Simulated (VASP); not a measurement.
Write the native input for VASP 6.6.1 that does the following.

```
Task                   : single point
Functional             : r2SCAN
Potentials or basis    : VASP PAW PBE potentials, release 64 (Zn, K_sv, F)
Cutoff                 : 520 eV
k mesh                 : 7 × 7 × 7
Occupations            : fermi-dirac, width 0.05 eV
Spin                   : no spin polarisation
Dipole correction      : no
Further INCAR settings : ALGO = Normal; EDIFF = 1e-06; NBANDS = 29
```

The system is KZnF3.

```
Zn K F
1.0
     3.96732    0.00000    0.00000
     0.00000    3.96732    0.00000
     0.00000    0.00000    3.96732
Zn K F
1 1 3
Cartesian
  1.9837 1.9837 1.9837
  0.0000 0.0000 0.0000
  1.9837 0.0000 1.9837
  0.0000 1.9837 1.9837
  1.9837 1.9837 0.0000
```

The input as run:

POSCAR

```
KZnF3
1.0
    3.9673237403      0.0000000000      0.0000000000
    0.0000000000      3.9673237403      0.0000000000
    0.0000000000      0.0000000000      3.9673237403
Zn K F
1 1 3
Direct
    0.5000000000      0.5000000000      0.5000000000
    0.0000000000      0.0000000000      0.0000000000
    0.5000000000      0.0000000000      0.5000000000
    0.0000000000      0.5000000000      0.5000000000
    0.5000000000      0.5000000000      0.0000000000
```

INCAR.step1

```
PREC = Accurate ; ENCUT = 520
ISMEAR = -1 ; SIGMA = 0.05
LREAL = False ; LASPH = True
NELM = 60 ; NBANDS = 29
GGA = PE ; ALGO = Normal
EDIFF = 1E-4 ; LWAVE = True
LCHARG = False
```

INCAR.step2

```
PREC = Accurate ; ENCUT = 520
EDIFF = 1E-6 ; ISMEAR = -1
SIGMA = 0.05 ; LREAL = False
LASPH = True ; NELM = 60
ALGO = Normal ; ISIF = 2
LWAVE = False ; LCHARG = False
METAGGA = R2SCAN ; LMIXTAU = True
NBANDS = 29 ; ISTART = 1
```

KPOINTS

```
Automatic mesh
0
Gamma
  7 7 7
```

Potentials or basis: VASP PAW PBE potentials, release 64 (Zn, K_sv, F).

Run with:

```bash
$ cat potpaw_PBE.64/Zn/POTCAR potpaw_PBE.64/K_sv/POTCAR potpaw_PBE.64/F/POTCAR > POTCAR
$ cp INCAR.step1 INCAR
$ mpirun -np 1 vasp_std > vasp.out
$ cp INCAR.step2 INCAR
$ mpirun -np 1 vasp_std > vasp.out
```

It gave:

The pressure is 6.4 GPa. The band gap on the k mesh is 4.86 eV, indirect (least direct gap 7.12 eV).

Caveat: the PAW data sets were made with another functional, which shifts forces and pressure a little.

Run time: 69 s on 1 thread of Intel(R) Xeon(R) 6975P-C (Granite Rapids) (shared host), peak memory 0.19 GiB.
